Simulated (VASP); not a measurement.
# NbAl2 (I4/mcm) in VASP: a series of runs

The runs below take NbAl2 through single point, relaxation of cell and atoms, with PBE.

Program: VASP 6.6.1. These are calculated values, not measurements. Logs are shortened: lines on timing, memory, paths and dates and some standing lists are left out, and cuts for length are marked.

## 1. The cell of the first run

The structure is tetragonal, space group I4/mcm (No. 140). The conventional cell has a = 6.071 Å, b = 6.071 Å, c = 5.054 Å, α = 90.00°, β = 90.00°, γ = 90.00°. Al (site symmetry m2m) has 4 Nb at 2.59 Å and 11 Al at 2.87 to 3.24 Å within 3.4 Å. Within 3.3 Å of Nb (site symmetry 422) lie 2 Nb at 2.53 Å and 8 Al at 2.59 Å.

## 2. Single point, PBE

INCAR

```
SYSTEM = NbAl2
ALGO = Normal
EDIFF = 1E-6
ENCUT = 520
GGA = PE
ISIF = 2
ISMEAR = 0
LASPH = .True.
LCHARG = .False.
LREAL = .False.
LWAVE = .False.
NBANDS = 28
NELM = 60
PREC = Accurate
SIGMA = 0.1
```

KPOINTS

```
k-points
0
Gamma
  6 6 6
  0 0 0
```

POSCAR

```
NbAl2
1.0
   -3.0355174821      3.0355174821      2.5267682648
    3.0355174821     -3.0355174821      2.5267682648
    3.0355174821      3.0355174821     -2.5267682648
Al Nb
4 2
Direct
    0.6670000000      0.1670000000      0.8340000000
    0.1670000000      0.3330000000      0.5000000000
    0.3330000000      0.8330000000      0.1660000000
    0.8330000000      0.6670000000      0.5000000000
    0.2500000000      0.2500000000      0.0000000000
    0.7500000000      0.7500000000      0.0000000000
```

Potentials or basis: VASP PAW PBE potentials, release 64 (Al, Nb_sv).

Started as:

```
$ cat potpaw_PBE.64/Al/POTCAR potpaw_PBE.64/Nb_sv/POTCAR > POTCAR
$ mpirun -np 1 vasp_std > vasp.out
```

OUTCAR:

```text
SYSTEM = NbAl2
   EDIFF = 1E-6
   ENCUT = 520
   GGA = PE
   ISIF = 2
   ISMEAR = 0
   LASPH = .True.
   LREAL = .False.
   NELM = 60
   PREC = Accurate

 ion  position               nearest neighbor table
   1  0.667  0.167  0.834-   5 2.59   6 2.59   5 2.59   6 2.59   3 2.87   3 2.90   3 2.90   2 3.20
                             4 3.20   4 3.20   2 3.20   4 3.24   2 3.24   2 3.24   4 3.24
   2  0.167  0.333  0.500-   6 2.59   5 2.59   5 2.59   6 2.59   4 2.87   4 2.90   4 2.90   3 3.20
                             1 3.20   3 3.20   1 3.20   1 3.24   3 3.24   1 3.24   3 3.24
   3  0.333  0.833  0.166-   5 2.59   6 2.59   5 2.59   6 2.59   1 2.87   1 2.90   1 2.90   2 3.20
                             4 3.20   4 3.20   2 3.20   4 3.24   2 3.24   4 3.24   2 3.24
   4  0.833  0.667  0.500-   5 2.59   6 2.59   6 2.59   5 2.59   2 2.87   2 2.90   2 2.90   1 3.20
                             1 3.20   3 3.20   3 3.20   3 3.24   1 3.24   1 3.24   3 3.24
   5  0.250  0.250  0.000-   6 2.53   6 2.53   1 2.59   3 2.59   3 2.59   4 2.59   2 2.59   4 2.59
                             1 2.59   2 2.59
   6  0.750  0.750  0.000-   5 2.53   5 2.53   1 2.59   3 2.59   4 2.59   2 2.59   4 2.59   1 2.59
                             2 2.59   3 2.59

  LATTYP: Found a body centered tetragonal cell.
 ALAT       =     6.0710349642
 C/A-ratio  =     0.8324011572

  Lattice vectors:

 A1 = (  -3.0355174821,   3.0355174821,   2.5267682648)
 A2 = (   3.0355174821,  -3.0355174821,   2.5267682648)
 A3 = (   3.0355174821,   3.0355174821,  -2.5267682648)

Analysis of symmetry for initial positions (statically):
=====================================================================
 Subroutine PRICEL returns:
 Original cell was already a primitive cell.

 Routine SETGRP: Setting up the symmetry group for a
 body centered tetragonal supercell.

 Subroutine GETGRP returns: Found 16 space group operations
 (whereof  8 operations were pure point group operations)
 out of a pool of 16 trial point group operations.

The static configuration has the point symmetry C_4h.
 The point group associated with its full space group is D_4h.

Analysis of symmetry for dynamics (positions and initial velocities):
=====================================================================
 Subroutine PRICEL returns:
 Original cell was already a primitive cell.

 Routine SETGRP: Setting up the symmetry group for a
 body centered tetragonal supercell.

 Subroutine GETGRP returns: Found 16 space group operations
 (whereof  8 operations were pure point group operations)
 out of a pool of 16 trial point group operations.

The dynamic configuration has the point symmetry C_4h.
 The point group associated with its full space group is D_4h.
[... 108 lines left out ...]
   LREAL  =      F    real-space projection
   EDIFFG = 0.1E-04   stopping-criterion for IOM
   NSW    =      0    number of steps for IOM
   IBRION =     -1    ionic relax: 0-MD 1-quasi-New 2-CG
   NFREE  =      0    steps in history (QN), initial steepest desc. (CG)
   ISIF   =      2    stress and relaxation
   ISYM   =      2    0-nonsym 1-usesym 2-fastsym
   POTIM  = 0.5000    time-step for ionic-motion
   TEBEG  =    0.0;   TEEND  =   0.0 temperature during run
   PSTRESS=    0.0 pullay stress
   NELECT =      38.0000    total number of electrons
   NUPDOWN=      -1.0000    fix difference up-down
   EMIN   =  10.00;   EMAX   =-10.00  energy-range for DOS
   EFERMI =   0.00;   METHOD = LEGACY
   ISMEAR =     0;   SIGMA  =   0.10  broadening in eV -4-tet -1-fermi 0-gaus
   EFERMI_NEDOS =   21; number of points for ismear=-14 and -15
   IALGO  =     38    algorithm
   IMIX   =      4    mixing-type and parameters
     AMIX     =   0.40;   BMIX     =  1.00
     AMIX_MAG =   1.60;   BMIX_MAG =  1.00
  volume/ion in A,a.u.               =      15.52       104.75
  Fermi-wavevector in a.u.,A,eV,Ry     =   1.214243  2.294587 20.060252  1.474387
  Thomas-Fermi vector in A             =   2.349669
   LORBIT       =      0    0 simple, 1 ext, 2 COOP (PROOUT), +10 PAW based schemes
   GGA     = PE    functional components
   LHFCALC =     F    Hartree Fock is set to
   AEXX    =    0.0000 exact exchange contribution
   IVDW    =     0    specifies the selected vdW correction
   LEPSILON=     F    determine dielectric tensor
   LRPA    =     F    only Hartree local field effects (RPA)
 non-spin polarized calculation
 Gauss-broadening in eV      SIGMA  =   0.10
  energy-cutoff  :      520.00
  volume of cell :       93.13
 maximum number of plane-waves:      2537
 NGX is ok and might be reduce to    40
   NGX = 19   NGY = 19   NGZ = 19

 number of electron      38.0000000 magnetization

 Free energy of the ion-electron system (eV)
  ---------------------------------------------------
  ext. energy  EPLUGINS =         0.00000000
  ---------------------------------------------------
  free energy    TOTEN  =       -32.44754154 eV

  energy without entropy =      -32.42398821  energy(sigma->0) =      -32.43576487

 E-fermi :   9.8225     XC(G=0): -11.2910

 val. band max:        9.8187043390   @ k =  -0.1667  -0.1667   0.1667
 cond. band min:       9.8343523195   @ k =  -0.3333  -0.3333   0.1667
 fundamental gap:      0.0156479805
 Fermi energy:         9.8225087859

 k-point     1 :       0.0000    0.0000    0.0000
  band No.  band energies     occupation
      1     -44.0904      2.00000
      2     -43.6849      2.00000
      3     -21.5129      2.00000
      4     -20.3257      2.00000
      5     -20.3257      2.00000
      6     -19.9662      2.00000
[... 733 lines left out ...]
     27      15.3418      0.00000
     28      15.9589      0.00000

 [... further k-points ...]
[... 5 lines left out ...]
  --------------------------------------------------------------------------------------
  -------------------------------------------------------------------------------------
  Total       18.7417805     18.7417805     15.8580178      0.0000000      0.0000000      0.0000000
  in kB      322.4263659    322.4263659    272.8152234      0.0000000      0.0000000      0.0000000
  external PRESSURE =     305.8893184 kB  Pullay stress =       0.0000000 kB

 VOLUME and BASIS-vectors are now :
 -----------------------------------------------------------------------------
  energy-cutoff  :      520.00
  volume of cell :       93.13
      direct lattice vectors                 reciprocal lattice vectors
    -3.035517482  3.035517482  2.526768265     0.000000000  0.164716561  0.197881225
     3.035517482 -3.035517482  2.526768265     0.164716561  0.000000000  0.197881225
     3.035517482  3.035517482 -2.526768265     0.164716561  0.164716561  0.000000000

 POSITION                                       TOTAL-FORCE (eV/Angst)
 -----------------------------------------------------------------------------------
      1.01386      4.04938     -0.00000        -0.210519     -0.210519     -0.000000
      2.02165      1.01386      0.00000         0.210519     -0.210519     -0.000000
      2.02165     -1.01386      2.52677         0.210519      0.210519      0.000000
      1.01386      2.02165      2.52677        -0.210519      0.210519     -0.000000
      0.00000      0.00000      1.26338        -0.000000     -0.000000      0.000000
      0.00000      0.00000      3.79015        -0.000000      0.000000      0.000000
 -----------------------------------------------------------------------------------
    total drift:                               -0.000000     -0.000000      0.000000

  FREE ENERGIE OF THE ION-ELECTRON SYSTEM (eV)
  ---------------------------------------------------
  free  energy   TOTEN  =       -32.4475415381 eV

  energy  without entropy=      -32.4239882084  energy(sigma->0) =      -32.43576487
```

stdout:

```text
POSCAR found type information on POSCAR AlNb
 POSCAR found :  2 types and       6 ions
 scaLAPACK will be used
 LDA part: xc-table for (Slater+PW92), standard interpolation
 POSCAR, INCAR and KPOINTS ok, starting setup
 FFT: planning ... GRIDC
 FFT: planning ... GRID_SOFT
 FFT: planning ... GRID
 WAVECAR not read
 entering main loop
```

Run time: 2.3 min. Hardware: 1 thread of Intel Xeon 8259CL, shared host; peak memory 0.27 GiB.

What came out:

* Free energy: -32.4475 eV
* Pressure: 30.6 GPa
* Largest force: 0.298 eV/Å
* Band gap on the k mesh: zero (bands 19 and 20 overlap by 0.72 eV)

Forces in eV/Å, atoms in the order of the input:
```
Al  -0.211 -0.211  0.000
Al   0.211 -0.211  0.000
Al   0.211  0.211  0.000
Al  -0.211  0.211  0.000
Nb   0.000  0.000  0.000
Nb   0.000  0.000  0.000
```

Stress tensor (GPa, compression positive):
```
32.24  0.00  0.00
 0.00 32.24  0.00
 0.00  0.00 27.28
```

Caveat: the cell stands under pressure.

## 3. Relaxation of cell and atoms, PBE

INCAR

```
SYSTEM = NbAl2
ALGO     = Normal         ! electronic algorithm
EDIFF    = 1E-6           ! SCF threshold, eV
EDIFFG   = -0.04          ! ionic threshold
ENCUT    = 600            ! plane-wave cutoff, eV
GGA      = PE             ! functional
IBRION   = 2              ! ionic algorithm
ISIF     = 3              ! what is computed and relaxed
ISMEAR   = 0              ! smearing method
LASPH    = .TRUE.         ! aspherical terms in the spheres
LCHARG   = .FALSE.        ! write CHGCAR
LREAL    = .FALSE.        ! projectors in reciprocal space
LWAVE    = .FALSE.        ! write WAVECAR
NELM     = 100            ! most SCF steps
NSW      = 90             ! ionic steps
PREC     = Accurate       ! precision mode
SIGMA    = 0.1            ! smearing width, eV
```

KPOINTS

```
k-points
0
G
  4 4 4
  0 0 0
```

POSCAR is that of step 2.

Potentials or basis: VASP PAW PBE potentials, release 64 (Al, Nb_sv).

Started as:

```
$ cat potpaw_PBE.64/Al/POTCAR potpaw_PBE.64/Nb_sv/POTCAR > POTCAR
$ mpirun -np 1 vasp_std > vasp.out
```

Run time: 12 min. Hardware: 1 thread of Intel Xeon 8259CL, shared host; peak memory 0.26 GiB.

The run converged. Its results:

- Free energy: -34.5607 eV
- Relaxed volume: 19.41 Å³/atom
- Relaxed cell: a = 5.451 Å, b = 5.451 Å, c = 5.451 Å, α = 101.76°, β = 101.76°, γ = 126.31°
- Space group after relaxing (to 0.1 Å): I4/mcm (No. 140)
- Energy gained by relaxing: 353.5 meV/atom
- Ionic steps: 18
- Pressure after relaxing: 0.1 GPa
- Largest force after relaxing: 0.007 eV/Å
- Band gap on the k mesh: zero (bands 19 and 20 overlap by 1.10 eV)

Forces in eV/Å, atoms in the order of the input:
```
Al  -0.005 -0.005  0.000
Al   0.005 -0.005  0.000
Al   0.005  0.005  0.000
Al  -0.005  0.005  0.000
Nb   0.000  0.000  0.000
Nb   0.000  0.000  0.000
```

Stress tensor (GPa, compression positive):
```
 0.15  0.00  0.00
 0.00  0.15  0.00
 0.00  0.00 -0.07
```

The path:
```tsv
step	energy change (eV)	largest force (eV/Å)	pressure (GPa)	volume (Å³)
1	0.0000	0.3490	30.52	93.13
2	-0.9111	0.9094	-12.07	138.85
3	-1.8928	0.5473	-0.56	116.47
4	-1.8929	0.5342	-0.16	115.97
5	-2.0155	0.3856	-0.13	116.21
6	-2.0743	0.2518	0.04	116.35
7	-2.1147	0.0925	0.77	116.40
8	-2.1071	0.0115	0.29	116.42
9	-2.1164	0.0708	0.56	116.41
10	-2.1163	0.0788	0.63	116.40
11	-2.1153	0.0229	-0.83	118.21
12	-2.1182	0.0538	-0.04	117.21
13	-2.1189	0.0465	-0.03	117.14
14	-2.1202	0.0253	-0.11	116.96
15	-2.1194	0.0160	-0.22	116.59
16	-2.1204	0.0109	-0.14	116.83
17	-2.1207	0.0099	-0.08	116.74
18	-2.1213	0.0071	0.08	116.44
```

Final structure:
```yaml
crystal:
  lattice:
    - [-3.43908, 3.43908, 2.46135]
    - [3.43908, -3.43908, 2.46135]
    - [3.43908, 3.43908, -2.46135]
  atoms:
    - { symbol: Al, position: [0.67188, 0.17188, 0.84375] }
    - { symbol: Al, position: [0.17188, 0.32812, 0.50000] }
    - { symbol: Al, position: [0.32812, 0.82812, 0.15625] }
    - { symbol: Al, position: [0.82812, 0.67188, 0.50000] }
    - { symbol: Nb, position: [0.25000, 0.25000, 0.00000] }
    - { symbol: Nb, position: [0.75000, 0.75000, 0.00000] }
```

Levels at points of the mesh, in eV from the Fermi level:
| k point | band 15 | band 16 | band 17 | band 18 | band 19 | band 20 | band 21 | band 22 | band 23 |
| --- | --- | --- | --- | --- | --- | --- | --- | --- | --- |
| (0.00, 0.00, 0.00) | -2.05 | -1.54 | -0.66 | -0.31 | -0.28 | -0.28 | 0.50 | 0.98 | 1.71 |
| (0.50, 0.00, 0.00) | -1.62 | -1.62 | -1.20 | -1.20 | 0.58 | 0.58 | 0.81 | 0.81 | 1.62 |
| (0.50, 0.50, 0.00) | -2.00 | -1.95 | -1.24 | -1.16 | -0.58 | -0.35 | 0.66 | 1.09 | 1.45 |
| (0.50, 0.50, 0.50) | -3.15 | -2.52 | -2.38 | -1.29 | -1.05 | 0.85 | 1.20 | 2.77 | 3.85 |

Caveat: the k points lie up to 0.39 Å⁻¹ apart in the final cell, too coarse for converged energies and pressures of a metal; the volume moved by over 15 % at a fixed basis, so the end points are rough.
